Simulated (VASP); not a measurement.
# K (Cmce) in VASP: single point with PBE+D3(BJ)

Aim: the single point of K with PBE+D3(BJ).

Everything below comes from runs of VASP 6.6.1. Logs are shortened: lines on timing, memory, paths and dates and some standing lists are left out, and cuts for length are marked.

### 1 The cell of the first run

The typed cell holds 8 atoms: a = 7.706 Å, b = 7.706 Å, c = 9.585 Å, α = 90.00°, β = 90.00°, γ = 76.05°.

### 2 Single point, PBE+D3(BJ)

Input file INCAR:

```
SYSTEM = K
PREC     = Accurate       ! precision mode
ENCUT    = 520            ! plane-wave cutoff, eV
EDIFF    = 1E-6           ! SCF threshold, eV
ISMEAR   = 0              ! smearing method
SIGMA    = 0.1            ! smearing width, eV
LREAL    = .FALSE.        ! projectors in reciprocal space
LASPH    = .TRUE.         ! aspherical terms in the spheres
NELM     = 100            ! most SCF steps
ALGO     = Normal         ! electronic algorithm
ISIF     = 2              ! what is computed and relaxed
LWAVE    = .FALSE.        ! write WAVECAR
LCHARG   = .FALSE.        ! write CHGCAR
GGA      = PE             ! functional
IVDW     = 12             ! dispersion correction
NBANDS   = 46             ! bands
```

Input file KPOINTS:

```
Automatic mesh
0
G
  6 6 4
  0 0 0
```

Input file POSCAR:

```
K
1.0
    6.0702683783     -4.7472314522      0.0000000000
    6.0702683783      4.7472314522      0.0000000000
    0.0000000000      0.0000000000      9.5852853539
K
8
Direct
    0.7501039746      0.7501039746      0.5000000000
    0.2498960254      0.2498960254      0.5000000000
    0.2498882976      0.7501117024      0.2500378239
    0.7498882976      0.2501117024      0.2499621761
    0.7498960254      0.7498960254      0.0000000000
    0.2501039746      0.2501039746      0.0000000000
    0.2501117024      0.7498882976      0.7500378239
    0.7501117024      0.2498882976      0.7499621761
```

Potentials or basis: VASP PAW PBE potentials, release 64 (K_sv).

Run with:

```bash
> cat potpaw_PBE.64/K_sv/POTCAR > POTCAR
> mpirun -np 1 vasp_std > vasp.out
```

OUTCAR:

```text
SYSTEM = K
   PREC = Accurate
   ENCUT = 520
   EDIFF = 1E-6
   ISMEAR = 0
   LREAL = .FALSE.
   LASPH = .TRUE.
   NELM = 100
   ISIF = 2
   GGA = PE
   IVDW = 12
 IVDW          = 12

 ion  position               nearest neighbor table
   1  0.750  0.750  0.500-
   2  0.250  0.250  0.500-
   3  0.250  0.750  0.250-
   4  0.750  0.250  0.250-
   5  0.750  0.750  0.000-
   6  0.250  0.250  0.000-
   7  0.250  0.750  0.750-
   8  0.750  0.250  0.750-

  LATTYP: Found a base centered orthorhombic cell.
 ALAT       =     9.4944629044
 B/A-ratio  =     1.2786965286
 C/A-ratio  =     1.0095658333

  Lattice vectors:

 A1 = (  -6.0702683783,  -4.7472314522,   0.0000000000)
 A2 = (   6.0702683783,  -4.7472314522,   0.0000000000)
 A3 = (   0.0000000000,   0.0000000000,   9.5852853539)

Analysis of symmetry for initial positions (statically):
=====================================================================
 Subroutine PRICEL returns:
 Original cell was already a primitive cell.

 Routine SETGRP: Setting up the symmetry group for a
 base centered orthorhombic supercell.

 Subroutine GETGRP returns: Found  8 space group operations
 (whereof  4 operations were pure point group operations)
 out of a pool of  8 trial point group operations.

The static configuration has the point symmetry C_2h.
 The point group associated with its full space group is D_2h.

Analysis of symmetry for dynamics (positions and initial velocities):
=====================================================================
 Subroutine PRICEL returns:
 Original cell was already a primitive cell.

 Routine SETGRP: Setting up the symmetry group for a
 base centered orthorhombic supercell.

 Subroutine GETGRP returns: Found  8 space group operations
 (whereof  4 operations were pure point group operations)
 out of a pool of  8 trial point group operations.

The dynamic configuration has the point symmetry C_2h.
 The point group associated with its full space group is D_2h.

 Subroutine INISYM returns: Found  8 space group operations
 (whereof  4 operations are pure point group operations),
 and found     1 'primitive' translations

----------------------------------------------------------------------------------------

                                     Primitive cell

  volume of cell :     552.4377
[... 104 lines left out ...]
   NSW    =      0    number of steps for IOM
   IBRION =     -1    ionic relax: 0-MD 1-quasi-New 2-CG
   NFREE  =      0    steps in history (QN), initial steepest desc. (CG)
   ISIF   =      2    stress and relaxation
   ISYM   =      2    0-nonsym 1-usesym 2-fastsym
   POTIM  = 0.5000    time-step for ionic-motion
   TEBEG  =    0.0;   TEEND  =   0.0 temperature during run
   PSTRESS=    0.0 pullay stress
   NELECT =      72.0000    total number of electrons
   NUPDOWN=      -1.0000    fix difference up-down
   EMIN   =  10.00;   EMAX   =-10.00  energy-range for DOS
   EFERMI =   0.00;   METHOD = LEGACY
   ISMEAR =     0;   SIGMA  =   0.10  broadening in eV -4-tet -1-fermi 0-gaus
   EFERMI_NEDOS =   21; number of points for ismear=-14 and -15
   IALGO  =     38    algorithm
   IMIX   =      4    mixing-type and parameters
     AMIX     =   0.40;   BMIX     =  1.00
     AMIX_MAG =   1.60;   BMIX_MAG =  1.00
  volume/ion in A,a.u.               =      69.05       466.00
  Fermi-wavevector in a.u.,A,eV,Ry     =   0.830025  1.568520  9.373620  0.688942
  Thomas-Fermi vector in A             =   1.942672
   LORBIT       =      0    0 simple, 1 ext, 2 COOP (PROOUT), +10 PAW based schemes
   GGA     = PE    functional components
   LHFCALC =     F    Hartree Fock is set to
   AEXX    =    0.0000 exact exchange contribution
   IVDW    =    12    specifies the selected vdW correction
   LEPSILON=     F    determine dielectric tensor
   LRPA    =     F    only Hartree local field effects (RPA)
 non-spin polarized calculation
 Gauss-broadening in eV      SIGMA  =   0.10
  energy-cutoff  :      520.00
  volume of cell :      552.44
 maximum number of plane-waves:     14916
 NGX is ok and might be reduce to    60
   NGX = 29   NGY = 29   NGZ = 35

 number of electron      71.9999990 magnetization

 Free energy of the ion-electron system (eV)
  ---------------------------------------------------
  ext. energy  EPLUGINS =         0.00000000
  ---------------------------------------------------
  free energy    TOTEN  =        -8.35982427 eV

  energy without entropy =       -8.32817983  energy(sigma->0) =       -8.34400205

 E-fermi :   0.0267     XC(G=0):  -5.8051

 val. band max:        0.0009239480   @ k =  -0.3333   0.3333   0.2500
 cond. band min:       0.0485913781   @ k =  -0.1667   0.1667   0.5000
 fundamental gap:      0.0476674301
 Fermi energy:         0.0266834394

 k-point     1 :       0.0000    0.0000    0.0000
  band No.  band energies     occupation
      1     -32.0707      2.00000
      2     -32.0657      2.00000
      3     -32.0657      2.00000
      4     -32.0655      2.00000
      5     -32.0655      2.00000
      6     -32.0646      2.00000
[... 1165 lines left out ...]
     45       2.0882      0.00000
     46       2.3562      0.00000

 [... further k-points ...]

------------------------ aborting loop because EDIFF is reached ----------------------------------------

 Edisp (eV)   -0.96501

 E8    (eV) :    -0.5191

  FORCE on cell =-STRESS in cart. coord.  units (eV):
  Direction    XX          YY          ZZ          XY          YZ          ZX
  --------------------------------------------------------------------------------------
  -------------------------------------------------------------------------------------
  Total      -0.01759    -0.06516    -0.06695     0.00000     0.00000     0.00000
  in kB      -0.05103    -0.18896    -0.19417     0.00000     0.00000     0.00000
  external pressure =       -0.14 kB  Pullay stress =        0.00 kB

 VOLUME and BASIS-vectors are now :
 -----------------------------------------------------------------------------
  energy-cutoff  :      520.00
  volume of cell :      552.44
      direct lattice vectors                 reciprocal lattice vectors
     6.070268378 -4.747231452  0.000000000     0.082368681 -0.105324547  0.000000000
     6.070268378  4.747231452  0.000000000     0.082368681  0.105324547  0.000000000
     0.000000000  0.000000000  9.585285354     0.000000000  0.000000000  0.104326576

 POSITION                                       TOTAL-FORCE (eV/Angst)
 -----------------------------------------------------------------------------------
      9.10666      0.00000      4.79264        -0.000590      0.000000     -0.000000
      3.03387      0.00000      4.79264         0.000590      0.000000      0.000000
      6.07027      2.37468      2.39668         0.000000     -0.000259     -0.000089
      6.07027     -2.37256      2.39596         0.000000     -0.000259      0.000089
      9.10414      0.00000      0.00000         0.000590      0.000000     -0.000000
      3.03640      0.00000      0.00000        -0.000590      0.000000      0.000000
      6.07027      2.37256      7.18933         0.000000      0.000259     -0.000089
      6.07027     -2.37468      7.18860         0.000000      0.000259      0.000089
 -----------------------------------------------------------------------------------
    total drift:                               -0.000000      0.000000      0.000000

  FREE ENERGIE OF THE ION-ELECTRON SYSTEM (eV)
  ---------------------------------------------------
  free  energy   TOTEN  =        -9.3248300433 eV

  energy  without entropy=       -9.2931856074  energy(sigma->0) =       -9.30900783
```

OSZICAR:

```text
N       E                     dE             d eps       ncg     rms          rms(c)
DAV:   1     0.556487809990E+03    0.55649E+03   -0.30724E+04  3788   0.126E+03
DAV:   2     0.387432602022E+02   -0.51774E+03   -0.51048E+03  4160   0.365E+02
DAV:   3    -0.504701168673E+01   -0.43790E+02   -0.43337E+02  5010   0.795E+01
DAV:   4    -0.812563931809E+01   -0.30786E+01   -0.30654E+01  5554   0.198E+01
DAV:   5    -0.835485911930E+01   -0.22922E+00   -0.22908E+00  4988   0.352E+00    0.610E+00
DAV:   6    -0.835675886008E+01   -0.18997E-02   -0.47518E-02  4344   0.729E-01    0.379E+00
DAV:   7    -0.835928555138E+01   -0.25267E-02   -0.25291E-02  5014   0.596E-01    0.177E-01
DAV:   8    -0.835967624791E+01   -0.39070E-03   -0.23864E-03  4780   0.217E-01    0.788E-02
DAV:   9    -0.835980132950E+01   -0.12508E-03   -0.17037E-04  5024   0.595E-02    0.367E-02
DAV:  10    -0.835982389528E+01   -0.22566E-04   -0.48736E-05  4140   0.292E-02    0.717E-03
DAV:  11    -0.835982647773E+01   -0.25824E-05   -0.20707E-06  2960   0.636E-03    0.659E-03
DAV:  12    -0.835982462119E+01    0.18565E-05   -0.35901E-07  2432   0.279E-03    0.597E-04
DAV:  13    -0.835982426723E+01    0.35396E-06   -0.83189E-08  2400   0.142E-03
   1 F= -.93248300E+01 E0= -.93090078E+01  d E =-.316444E-01
```

stdout:

```text
POSCAR found type information on POSCAR K
 POSCAR found :  1 types and       8 ions
 scaLAPACK will be used
 LDA part: xc-table for (Slater+PW92), standard interpolation
 POSCAR, INCAR and KPOINTS ok, starting setup
 FFT: planning ... GRIDC
 FFT: planning ... GRID_SOFT
 FFT: planning ... GRID
 WAVECAR not read
 entering main loop
```

Run time: 9 min. Hardware: 1 thread of Intel Xeon 6975P-C (Granite Rapids), shared host; peak memory 0.93 GiB.

Results:

```
Free energy                : -9.3248 eV
Pressure                   : 0.0 GPa
Band gap on the k mesh     : zero (bands 36 and 37 overlap by 1.33 eV)
Dispersion energy per atom : -0.121 eV
```

Levels at points of the mesh, in eV from the Fermi level:
```tsv
k point	band 32	band 33	band 34	band 35	band 36	band 37	band 38	band 39	band 40	band 41
(0.00, 0.00, 0.00)	-15.54	-2.25	-0.49	-0.49	0.35	0.35	0.60	0.60	1.14	1.42
(0.50, 0.00, 0.00)	-15.55	-1.49	-1.49	0.14	0.14	0.14	0.14	0.49	0.49	1.48
(0.50, 0.50, 0.00)	-15.55	-1.12	-1.12	-0.46	-0.46	0.32	0.32	0.57	0.57	0.75
(0.00, 0.00, 0.50)	-15.55	-1.78	-1.78	0.82	0.82	0.82	0.82	0.82	0.82	0.82
(0.50, 0.00, 0.50)	-15.55	-1.05	-1.05	-1.05	-1.05	0.82	0.82	0.82	0.82	1.67
(0.50, 0.50, 0.50)	-15.55	-0.70	-0.70	-0.70	-0.70	-0.07	-0.07	-0.07	-0.07	1.98
```

The gap in the log of VASP goes by the Fermi energy; the results here count the filled bands.